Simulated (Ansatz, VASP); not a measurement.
Two plane-wave programs on V3I

```
V I
1.0
     3.94194    0.00000    0.00000
     0.00000    3.94194    0.00000
     0.00000    0.00000    3.94194
V I
3 1
Direct
  0.00000 0.50000 0.50000
  0.50000 0.00000 0.50000
  0.50000 0.50000 0.00000
  0.00000 0.00000 0.00000
```

Alike in both runs: functional PBE; k mesh 4 × 4 × 4; occupations gaussian, width 0.1 eV; collinear spin.

Ansatz relaxed the structure, and its values are those at the end. VASP's run is a single point on that final structure, the one shown.

|  | VASP | Ansatz |
| --- | --- | --- |
| version | VASP 6.6.1 | Ansatz 0.2.0 |
| potentials or method | VASP PAW PBE potentials, release 64 (V_sv, I), cutoff 520 eV | scalar-relativistic, plane waves, PAW |
| valence electrons in the cell | 46 | 56 |

|  | VASP | Ansatz | Ansatz less VASP |
| --- | --- | --- | --- |
| gap on the k mesh at the Fermi level (eV) | none | none | - |
| pressure (GPa) | 0.0 | 0.0 | +0.02 |
| net moment per atom (μB) | 0.00 | 0.00 | 0.000 |

A gap of «none» marks a metal or a gap that the smearing closes. VASP's potentials hold 46 valence electrons a cell and Ansatz's 56, so a difference there can come from the potentials and not from the codes. Ansatz's warnings: seeded moment not kept.

The k mesh is coarse, so the values compare programs but aren't converged. Spin-orbit coupling is off throughout.
